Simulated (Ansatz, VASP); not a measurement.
**SnTe in VASP and in Ansatz**

```
CELL_PARAMETERS angstrom
4.24387 0.00000 0.00000
-2.12194 3.67530 0.00000
0.00000 0.00000 10.85050
ATOMIC_POSITIONS crystal
Sn 0.00000 0.00000 0.81118
Sn 0.00000 0.00000 0.18882
Te 0.33333 0.66667 0.65846
Te 0.66667 0.33333 0.34154
```

Change from the starting cell: species swapped into the SnP type (P-3m1, No. 164).

Alike in both runs: functional PBE; k mesh 6 × 6 × 2; occupations gaussian, width 0.1 eV; no spin polarisation.

Ansatz relaxed the structure, and its values are those at the end. VASP's run is a single point on that final structure, the one shown.

|  | VASP | Ansatz |
| --- | --- | --- |
| version | VASP 6.6.1 | Ansatz 0.2.0 |
| potentials or method | VASP PAW PBE potentials, release 64 (Sn_d, Te), cutoff 520 eV | scalar-relativistic, plane waves, PAW |
| valence electrons in the cell | 40 | 60 |

Ansatz gave:

| Item | Value |
| --- | --- |
| gap on the k mesh at the Fermi level (eV) | 0.42 |
| least direct gap on the mesh (eV) | 0.42 |
| pressure (GPa) | 0.1 |
| rms of the force components (eV/Å) | 0.005 |

Problem. What did VASP give for the same quantities?

Solution. gap on the k mesh at the Fermi level (eV): 0.38; least direct gap on the mesh (eV): 0.38; pressure (GPa): 0.1; rms of the force components (eV/Å): 0.011.

VASP's potentials hold 40 valence electrons a cell and Ansatz's 60, so a difference there can come from the potentials and not from the codes.

Neither program's run includes spin-orbit coupling.
